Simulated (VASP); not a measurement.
Set up this calculation in VASP 6.6.1, as the native input.

| Item | Value |
| --- | --- |
| Task | single point |
| Functional | PBE |
| Potentials or basis | VASP PAW PBE potentials, release 64 (Y_sv, N) |
| Cutoff | 520 eV |
| k mesh | 6 × 6 × 6 |
| Occupations | gaussian, width 0.1 eV |
| Spin | no spin polarisation |
| Dipole correction | no |
| Further INCAR settings | ALGO = Normal; EDIFF = 1e-06; NBANDS = 27 |

The structure of Y3N lies in POSCAR:

```
Y3N
1.0
    0.0000000000      3.5998048697      3.5998048697
    3.5998048697      0.0000000000      3.5998048697
    3.5998048697      3.5998048697      0.0000000000
Y N
3 1
Direct
    0.2500000000      0.2500000000      0.2500000000
    0.7500000000      0.7500000000      0.7500000000
    0.5000000000      0.5000000000      0.5000000000
    0.0000000000      0.0000000000      0.0000000000
```

The cell was generated, and may not be a known phase.

One way to write it, as run:

INCAR

```
SYSTEM = Y3N
PREC = Accurate
ENCUT = 520
EDIFF = 1E-6
ISMEAR = 0
SIGMA = 0.1
LREAL = .False.
LASPH = .True.
NELM = 100
ALGO = Normal
ISIF = 2
LWAVE = .False.
LCHARG = .False.
GGA = PE
NBANDS = 27
```

KPOINTS

```
regular mesh
0
Gamma
  6 6 6
  0 0 0
```

Potentials or basis: VASP PAW PBE potentials, release 64 (Y_sv, N).

Launch:

```console
$ cat potpaw_PBE.64/Y_sv/POTCAR potpaw_PBE.64/N/POTCAR > POTCAR
$ mpirun -np 1 vasp_std > vasp.out
```

It gave:

The pressure is 0.0 GPa and the band gap on the k mesh is zero (bands 19 and 20 overlap by 0.45 eV).

It took 77 s on 1 thread of Intel Xeon 8259CL (shared host), peak memory 0.26 GiB.
